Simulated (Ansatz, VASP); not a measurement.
**Mo: VASP beside Ansatz**

File POSCAR:

```
Mo
1.0
   -1.6338400000      1.6338400000      1.5710000000
    1.6338400000     -1.6338400000      1.5710000000
    1.6338400000      1.6338400000     -1.5710000000
Mo
1
Direct
    0.0000000000      0.0000000000      0.0000000000
```

Contents of INCAR.step1:

```
SYSTEM = Mo
PREC = Accurate ; ENCUT = 520
ISMEAR = 0 ; SIGMA = 0.15
LREAL = .False. ; LASPH = .True.
NELM = 80 ; NBANDS = 13
GGA = PE ; ALGO = Normal
EDIFF = 1E-4 ; LWAVE = .True.
LCHARG = .False.
```

The input INCAR.step2:

```
SYSTEM = Mo
PREC = Accurate ; ENCUT = 520
EDIFF = 1E-7 ; ISMEAR = 0
SIGMA = 0.15 ; LREAL = .False.
LASPH = .True. ; NELM = 80
ALGO = Normal ; ISIF = 2
LWAVE = .False. ; LCHARG = .False.
METAGGA = R2SCAN ; LMIXTAU = .True.
NBANDS = 13 ; ISTART = 1
```

KPOINTS

```
Automatic mesh
0
Gamma
  22 22 22
  0 0 0
```

Input for Ansatz:

```yaml
crystal:
  lattice:
    - [-1.63384, 1.63384, 1.571]
    - [1.63384, -1.63384, 1.571]
    - [1.63384, 1.63384, -1.571]
  atoms:
    - { symbol: Mo, position: [0.0, 0.0, 0.0] }
basis:
  ecutwfc: 500
kpoints:
  mp_grid: { grid: [22, 22, 22] }
hamiltonian:
  xc: r2scan
scf:
  occupations: { method: gaussian, width: 0.15 }
output:
  forces: true
  stress: true
  eigenvalues: true
```

Change from the starting cell: strain +0.040 along x and y, +0.000 along z, atoms carried along.

Alike in both runs: task single point; functional r2SCAN; k mesh 22 × 22 × 22; occupations gaussian, width 0.15 eV; no spin polarisation.

```csv
,VASP,Ansatz
version,VASP 6.6.1,Ansatz 0.2.0
potentials or method,"VASP PAW PBE potentials, release 64 (Mo_sv), cutoff 520 eV","scalar-relativistic, plane waves, PAW"
valence electrons in the cell,14,14
```

```tsv
	VASP	Ansatz	Ansatz less VASP
gap on the k mesh at the Fermi level (eV)	none	none	-
pressure (GPa)	-15.4	-16.2	-0.83
traceless stress, the component that is largest in VASP (GPa)	7.55	7.54	-0.007
```

VASP's potentials were made for PBE, not for r2SCAN. A gap of «none» marks a metal or a gap that the smearing closes.
